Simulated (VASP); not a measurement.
# Si (Fd-3m) in VASP: single point with r2SCAN

Aim: the single point of Si with r2SCAN.

Program: VASP 6.6.1. These are calculated values, not measurements. Logs are shortened: lines on timing, memory, paths and dates and some standing lists are left out, and cuts for length are marked.

## (1) The cell of the first run

It takes space group Fd-3m (No. 227, cubic). The conventional cell has a = 5.427 Å, b = 5.427 Å, c = 5.427 Å, α = 90.00°, β = 90.00°, γ = 90.00°. Si (site symmetry -43m) has 4 Si at 2.35 Å within 3.1 Å.

## (2) Single point, r2SCAN

File POSCAR:

```
Si
1.0
    0.0000000000      5.4271200000      5.4271200000
    5.4271200000      0.0000000000      5.4271200000
    5.4271200000      5.4271200000      0.0000000000
Si
16
Direct
    0.3750000000      0.3750000000      0.3750000000
    0.2500000000      0.2500000000      0.2500000000
    0.3750000000      0.3750000000      0.8750000000
    0.2500000000      0.2500000000      0.7500000000
    0.3750000000      0.8750000000      0.3750000000
    0.2500000000      0.7500000000      0.2500000000
    0.3750000000      0.8750000000      0.8750000000
    0.2500000000      0.7500000000      0.7500000000
    0.8750000000      0.3750000000      0.3750000000
    0.7500000000      0.2500000000      0.2500000000
    0.8750000000      0.3750000000      0.8750000000
    0.7500000000      0.2500000000      0.7500000000
    0.8750000000      0.8750000000      0.3750000000
    0.7500000000      0.7500000000      0.2500000000
    0.8750000000      0.8750000000      0.8750000000
    0.7500000000      0.7500000000      0.7500000000
```

File INCAR.step1:

```
PREC = Accurate ; ENCUT = 550
ISMEAR = 0 ; SIGMA = 0.02
LREAL = F ; LASPH = T
NELM = 120 ; NBANDS = 46
GGA = PE ; ALGO = Normal
EDIFF = 1E-5 ; LWAVE = T
LCHARG = F ; GGA_COMPAT = F
```

File INCAR.step2:

```
PREC = Accurate ; ENCUT = 550
EDIFF = 1E-6 ; ISMEAR = 0
SIGMA = 0.02 ; LREAL = F
LASPH = T ; NELM = 120
ALGO = Normal ; ISIF = 2
LWAVE = F ; LCHARG = F
METAGGA = R2SCAN ; LMIXTAU = T
NBANDS = 46 ; ISTART = 1
GGA_COMPAT = F
```

File KPOINTS:

```
Automatic mesh
0
Gamma
  2 2 2
```

Potentials or basis: VASP PAW PBE potentials, release 64 (Si).

The run is started by

```
$ cat potpaw_PBE.64/Si/POTCAR > POTCAR
$ cp INCAR.step1 INCAR
$ mpirun -np 1 vasp_std > vasp.out
$ cp INCAR.step2 INCAR
$ mpirun -np 1 vasp_std > vasp.out
```

OUTCAR:

```text
PREC = Accurate
   ENCUT = 550
   EDIFF = 1E-6
   ISMEAR = 0
   LREAL = F
   LASPH = T
   NELM = 120
   ISIF = 2
   METAGGA = R2SCAN
   ISTART = 1

 ion  position               nearest neighbor table
   1  0.375  0.375  0.375-   2 2.35   4 2.35   6 2.35  10 2.35
   2  0.250  0.250  0.250-   1 2.35   3 2.35   5 2.35   9 2.35
   3  0.375  0.375  0.875-   2 2.35   4 2.35   8 2.35  12 2.35
   4  0.250  0.250  0.750-   1 2.35   3 2.35   7 2.35  11 2.35
   5  0.375  0.875  0.375-   2 2.35   6 2.35   8 2.35  14 2.35
   6  0.250  0.750  0.250-   1 2.35   5 2.35   7 2.35  13 2.35
[... 8 lines left out ...]
  15  0.875  0.875  0.875-   8 2.35  12 2.35  14 2.35  16 2.35
  16  0.750  0.750  0.750-   7 2.35  11 2.35  13 2.35  15 2.35

  LATTYP: Found a face centered cubic cell.
 ALAT       =    10.8542400000

  Lattice vectors:

 A1 = (   0.0000000000,   5.4271200000,   5.4271200000)
 A2 = (   5.4271200000,   0.0000000000,   5.4271200000)
 A3 = (   5.4271200000,   5.4271200000,   0.0000000000)

Analysis of symmetry for initial positions (statically):
=====================================================================
 Subroutine PRICEL returns following result:

  LATTYP: Found a face centered cubic cell.
 ALAT       =     5.4271200000

  Lattice vectors:

 A1 = (   0.0000000000,   2.7135600000,   2.7135600000)
 A2 = (   2.7135600000,   0.0000000000,   2.7135600000)
 A3 = (   2.7135600000,   2.7135600000,   0.0000000000)

   8 primitive cells build up your supercell.

 Routine SETGRP: Setting up the symmetry group for a
 face centered cubic supercell.

 Subroutine GETGRP returns: Found 48 space group operations
 (whereof 24 operations were pure point group operations)
 out of a pool of 48 trial point group operations.

The static configuration has the point symmetry T_d .
 The point group associated with its full space group is O_h .

Analysis of symmetry for dynamics (positions and initial velocities):
=====================================================================
 Subroutine PRICEL returns following result:

  LATTYP: Found a face centered cubic cell.
 ALAT       =     5.4271200000

  Lattice vectors:

 A1 = (   0.0000000000,   2.7135600000,   2.7135600000)
 A2 = (   2.7135600000,   0.0000000000,   2.7135600000)
 A3 = (   2.7135600000,   2.7135600000,   0.0000000000)

   8 primitive cells build up your supercell.

 Routine SETGRP: Setting up the symmetry group for a
 face centered cubic supercell.

 Subroutine GETGRP returns: Found 48 space group operations
 (whereof 24 operations were pure point group operations)
 out of a pool of 48 trial point group operations.

The dynamic configuration has the point symmetry T_d .
 The point group associated with its full space group is O_h .

 Subroutine INISYM returns: Found 48 space group operations
 (whereof 24 operations are pure point group operations),
 and found     8 'primitive' translations

----------------------------------------------------------------------------------------

                                     Primitive cell

  volume of cell :      39.9621

  direct lattice vectors                    reciprocal lattice vectors
     0.000000000  2.713560000  2.713560000    -0.184259792  0.184259792  0.184259792
     2.713560000  0.000000000  2.713560000     0.184259792 -0.184259792  0.184259792
     2.713560000  2.713560000  0.000000000     0.184259792  0.184259792 -0.184259792

  length of vectors
     3.837553354  3.837553354  3.837553354     0.319147321  0.319147321  0.319147321

  position of ions in fractional coordinates (direct lattice)
     0.750000000  0.750000000  0.750000000
     0.500000000  0.500000000  0.500000000

  ion indices of the primitive-cell ions
   primitive index   ion index
                 1           1
                 2           2

----------------------------------------------------------------------------------------

 KPOINTS: Automatic mesh

Automatic generation of k-mesh.
 Grid dimensions read from file:
 generate k-points for:    2    2    2

 Generating k-lattice:

  Cartesian coordinates                     Fractional coordinates (reciprocal lattice)
    -0.046064948  0.046064948  0.046064948     0.500000000  0.000000000  0.000000000
     0.046064948 -0.046064948  0.046064948     0.000000000  0.500000000  0.000000000
     0.046064948  0.046064948 -0.046064948     0.000000000  0.000000000  0.500000000

  Length of vectors
     0.079786830  0.079786830  0.079786830

  Shift w.r.t. Gamma in fractional coordinates (k-lattice)
     0.000000000  0.000000000  0.000000000

 Subroutine IBZKPT returns following result:
 ===========================================

 Found      3 irreducible k-points:

 Following reciprocal coordinates:
            Coordinates               Weight
  0.000000  0.000000  0.000000      1.000000
  0.500000  0.000000  0.000000      4.000000
  0.500000  0.500000  0.000000      3.000000
   k-points           NKPTS =      3   k-points in BZ     NKDIM =      3   number of bands    NBANDS=     46
   number of dos      NEDOS =    301   number of ions     NIONS =     16
   total plane-waves  NPLWV = 216000
   dimension x,y,z NGX =    60 NGY =   60 NGZ =   60
   dimension x,y,z NGXF=   120 NGYF=  120 NGZF=  120
   ions per type =              16
   NGX,Y,Z   is equivalent  to a cutoff of  13.00, 13.00, 13.00 a.u.
   NGXF,Y,Z  is equivalent  to a cutoff of  25.99, 25.99, 25.99 a.u.
 SYSTEM =  unknown system
   PREC   = accura    normal or accurate (medium, high low for compatibility)
   ISTART =      1    job   : 0-new  1-cont  2-samecut
   ICHARG =      0    charge: 1-file 2-atom 10-const
   ISPIN  =      1    spin polarized calculation?
   LNONCOLLINEAR =      F non collinear calculations
   LSORBIT =      F    spin-orbit coupling
   LASPH  =      T    aspherical Exc in radial PAW
   ENCUT  =  550.0 eV  40.42 Ry    6.36 a.u.  14.68 14.68 14.68*2*pi/ulx,y,z
   NELM   =    120;   NELMIN=  2; NELMDL=  0     # of ELM steps
   EDIFF  = 0.1E-05   stopping-criterion for ELM
   LREAL  =      F    real-space projection
   EDIFFG = 0.1E-04   stopping-criterion for IOM
   NSW    =      0    number of steps for IOM
   IBRION =     -1    ionic relax: 0-MD 1-quasi-New 2-CG
   NFREE  =      0    steps in history (QN), initial steepest desc. (CG)
   ISIF   =      2    stress and relaxation
   ISYM   =      2    0-nonsym 1-usesym 2-fastsym
   POTIM  = 0.5000    time-step for ionic-motion
   TEBEG  =    0.0;   TEEND  =   0.0 temperature during run
   PSTRESS=    0.0 pullay stress
   NELECT =      64.0000    total number of electrons
   NUPDOWN=      -1.0000    fix difference up-down
   EMIN   =  10.00;   EMAX   =-10.00  energy-range for DOS
   EFERMI =   0.00;   METHOD = LEGACY
   ISMEAR =     0;   SIGMA  =   0.02  broadening in eV -4-tet -1-fermi 0-gaus
   EFERMI_NEDOS =   21; number of points for ismear=-14 and -15
   IALGO  =     38    algorithm
   IMIX   =      4    mixing-type and parameters
     AMIX     =   0.40;   BMIX     =  1.00
     AMIX_MAG =   1.60;   BMIX_MAG =  1.00
  volume/ion in A,a.u.               =      19.98       134.84
  Fermi-wavevector in a.u.,A,eV,Ry     =   0.957684  1.809760 12.478691  0.917158
  Thomas-Fermi vector in A             =   2.086724
   LORBIT       =      0    0 simple, 1 ext, 2 COOP (PROOUT), +10 PAW based schemes
   METAGGA = R2SCAN    functional components
   LHFCALC =     F    Hartree Fock is set to
   AEXX    =    0.0000 exact exchange contribution
   IVDW    =     0    specifies the selected vdW correction
   LEPSILON=     F    determine dielectric tensor
   LRPA    =     F    only Hartree local field effects (RPA)
 non-spin polarized calculation
 Gauss-broadening in eV      SIGMA  =   0.02
  energy-cutoff  :      550.00
  volume of cell :      319.70
 maximum number of plane-waves:      9390
 NGX is ok and might be reduce to    60
   NGX = 29   NGY = 29   NGZ = 29

 number of electron      64.0000003 magnetization

 Free energy of the ion-electron system (eV)
  ---------------------------------------------------
  ext. energy  EPLUGINS =         0.00000000
  ---------------------------------------------------
  free energy    TOTEN  =      -138.96092310 eV

  energy without entropy =     -138.96092310  energy(sigma->0) =     -138.96092310

 E-fermi :   5.9158     XC(G=0):  -9.8413

 val. band max:        5.7945613839   @ k =   0.0000   0.0000   0.0000
 cond. band min:       6.6936786033   @ k =   0.0000   0.0000   0.0000
 fundamental gap:      0.8991172195
 Fermi energy:         5.9158214280

 k-point     1 :       0.0000    0.0000    0.0000
  band No.  band energies     occupation
      1      -6.7469      2.00000
      2      -4.2869      2.00000
      3      -4.2869      2.00000
      4      -4.2869      2.00000
      5      -4.2869      2.00000
      6      -2.3696      2.00000
[... 36 lines left out ...]
     43       8.5444      0.00000
     44       8.5444      0.00000

 k-point     2 :       0.5000    0.0000    0.0000
  band No.  band energies     occupation
      1      -5.9034      2.00000
      2      -5.9034      2.00000
      3      -3.8780      2.00000
      4      -3.8780      2.00000
      5      -3.8780      2.00000
      6      -3.8780      2.00000
[... 36 lines left out ...]
     43       9.5457      0.00000
     44       9.5457      0.00000

 k-point     3 :       0.5000    0.5000    0.0000
  band No.  band energies     occupation
      1      -5.6054      2.00000
      2      -5.6054      2.00000
      3      -4.5904      2.00000
      4      -4.5904      2.00000
      5      -4.5904      2.00000
      6      -4.5904      2.00000
[... 36 lines left out ...]
     43      10.3784      0.00000
     44      10.3784      0.00000
 [bands above 44 left out]

------------------------ aborting loop because EDIFF is reached ----------------------------------------

  FORCE on cell =-STRESS in cart. coord.  units (eV):
  Direction    XX          YY          ZZ          XY          YZ          ZX
  --------------------------------------------------------------------------------------
  -------------------------------------------------------------------------------------
  Total        2.6108343      2.6108343      2.6108343      0.0000000     -0.0000000     -0.0000000
  in kB       13.0843341     13.0843341     13.0843341      0.0000000     -0.0000000     -0.0000000
  external PRESSURE =      13.0843341 kB  Pullay stress =       0.0000000 kB

 VOLUME and BASIS-vectors are now :
 -----------------------------------------------------------------------------
  energy-cutoff  :      550.00
  volume of cell :      319.70
      direct lattice vectors                 reciprocal lattice vectors
     0.000000000  5.427120000  5.427120000    -0.092129896  0.092129896  0.092129896
     5.427120000  0.000000000  5.427120000     0.092129896 -0.092129896  0.092129896
     5.427120000  5.427120000  0.000000000     0.092129896  0.092129896 -0.092129896

 POSITION                                       TOTAL-FORCE (eV/Angst)
 -----------------------------------------------------------------------------------
      4.07034      4.07034      4.07034         0.000000     -0.000000      0.000000
      2.71356      2.71356      2.71356        -0.000000      0.000000     -0.000000
      6.78390      6.78390      4.07034         0.000000     -0.000000      0.000000
      5.42712      5.42712      2.71356        -0.000000      0.000000     -0.000000
      6.78390      4.07034      6.78390         0.000000     -0.000000      0.000000
      5.42712      2.71356      5.42712        -0.000000     -0.000000     -0.000000
[... 8 lines left out ...]
      9.49746      9.49746      9.49746         0.000000     -0.000000      0.000000
      8.14068      8.14068      8.14068        -0.000000      0.000000     -0.000000
 -----------------------------------------------------------------------------------
    total drift:                               -0.000000     -0.000000      0.000000

  FREE ENERGIE OF THE ION-ELECTRON SYSTEM (eV)
  ---------------------------------------------------
  free  energy   TOTEN  =      -138.9609230957 eV

  energy  without entropy=     -138.9609230957  energy(sigma->0) =     -138.96092310
```

Run time: 1.7 min. Hardware: 1 thread of Intel Xeon 6975P-C (Granite Rapids), shared host; peak memory 0.52 GiB.

Results:

```yaml
Free_energy: -138.9609 eV
Pressure: 1.3 GPa
Band_gap_on_the_k_mesh: 0.90 eV
```

Caveat: the k points lie up to 0.50 Å⁻¹ apart; the PAW data sets were made with another functional, which shifts forces and pressure a little. A k mesh can miss the band edges.
